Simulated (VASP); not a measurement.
Wanted: the native input for a VASP 6.6.1 run.

* Task: single point
* Functional: r2SCAN
* Potentials or basis: VASP PAW PBE potentials, release 64 (Al, Ga_d, N)
* Cutoff: 520 eV
* k mesh: 6 × 6 × 6
* Occupations: gaussian, width 0.05 eV
* Spin: no spin polarisation
* Dipole correction: no
* Further INCAR settings: ALGO = Normal; EDIFF = 1e-06; NBANDS = 31

Crystal: Al3GaN4.

```
Al Ga N
1.0
     4.04914    0.00000    0.00000
     0.00000    4.04914    0.00000
     0.00000    0.00000    4.40124
Al Ga N
3 1 4
Cartesian
  2.0246 2.0246 0.0000
  2.0246 0.0000 2.2006
  0.0000 2.0246 2.2006
  0.0000 0.0000 0.0000
  3.0144 3.0144 1.1247
  3.0144 1.0347 3.2765
  1.0347 3.0144 3.2765
  1.0347 1.0347 1.1247
```

This cell differs from its parent crystal: strain -0.080 along x and y, +0.000 along z.

One way to write it, as run:

POSCAR

```
Al3GaN4
1.0
    4.0491383092      0.0000000000      0.0000000000
    0.0000000000      4.0491383092      0.0000000000
    0.0000000000      0.0000000000      4.4012372926
Al Ga N
3 1 4
Direct
    0.5000000000      0.5000000000      0.0000000000
    0.5000000000      0.0000000000      0.5000000000
    0.0000000000      0.5000000000      0.5000000000
    0.0000000000      0.0000000000      0.0000000000
    0.7444581602      0.7444581602      0.2555418398
    0.7444581602      0.2555418398      0.7444581602
    0.2555418398      0.7444581602      0.7444581602
    0.2555418398      0.2555418398      0.2555418398
```

INCAR.step1

```
SYSTEM = Al3GaN4
PREC = Accurate ; ENCUT = 520
ISMEAR = 0 ; SIGMA = 0.05
LREAL = .False. ; LASPH = .True.
NELM = 100 ; NBANDS = 31
GGA = PE ; ALGO = Normal
EDIFF = 1E-4 ; LWAVE = .True.
LCHARG = .False.
```

INCAR.step2

```
SYSTEM = Al3GaN4
PREC = Accurate ; ENCUT = 520
EDIFF = 1E-6 ; ISMEAR = 0
SIGMA = 0.05 ; LREAL = .False.
LASPH = .True. ; NELM = 100
ALGO = Normal ; ISIF = 2
LWAVE = .False. ; LCHARG = .True.
METAGGA = R2SCAN ; LMIXTAU = .True.
LELF = .True. ; LVHAR = .True.
NBANDS = 31 ; ISTART = 1
```

KPOINTS

```
Automatic mesh
0
Gamma
  6 6 6
  0 0 0
```

Potentials or basis: VASP PAW PBE potentials, release 64 (Al, Ga_d, N).

Command:

```bash
$ cat potpaw_PBE.64/Al/POTCAR potpaw_PBE.64/Ga_d/POTCAR potpaw_PBE.64/N/POTCAR > POTCAR
$ cp INCAR.step1 INCAR
$ mpirun -np 1 vasp_std > vasp.out
$ cp INCAR.step2 INCAR
$ mpirun -np 1 vasp_std > vasp.out
```

Results of the run:

| Property | Result |
| --- | --- |
| Pressure | 47.5 GPa |
| Largest force | 0.201 eV/Å |
| Band gap on the k mesh | 3.79 eV (least direct gap 3.85 eV) |

Caveat: the cell differs from its parent crystal (strain -0.080 along x and y, +0.000 along z); the stress differs along the axes, from 38 to 52 GPa; the PAW data sets were made with another functional, which shifts forces and pressure a little.

Wall time 4.1 min on 1 thread of Intel(R) Xeon(R) Platinum 8488C (Sapphire Rapids) (shared host), peak memory 0.23 GiB.
